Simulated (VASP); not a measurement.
A run of VASP 6.6.1 is set up as follows.

INCAR

```
ALGO = Normal ; EDIFF = 1E-6
ENCUT = 600 ; GGA = PE
GGA_COMPAT = False ; ISIF = 2
ISMEAR = -1 ; LASPH = True
LCHARG = False ; LREAL = False
LWAVE = False ; NBANDS = 14
NELM = 120 ; PREC = Accurate
SIGMA = 0.05
```

KPOINTS

```
k-points
0
Gamma
  16 16 14
```

POSCAR

```
CoSi
1.0
    3.3652478357      0.0000000000      0.0000000000
   -1.6826239178      2.9143901157      0.0000000000
    0.0000000000      0.0000000000      2.5479476309
Co Si
1 1
Direct
    0.0000000000      0.0000000000      0.0000000000
    0.3333333333      0.6666666667      0.5000000000
```

Potentials or basis: VASP PAW PBE potentials, release 64 (Co, Si).

Run with:

```sh
$ cat potpaw_PBE.64/Co/POTCAR potpaw_PBE.64/Si/POTCAR > POTCAR
$ mpirun -np 1 vasp_std > vasp.out
```

Estimate the pressure.

-0.1 GPa.

Stress tensor (GPa, compression positive):
```
-0.14  0.00  0.00
 0.00 -0.14  0.00
 0.00  0.00  0.03
```

Spin polarisation is off, so any magnetic state and its effect on volume and gap are missing.
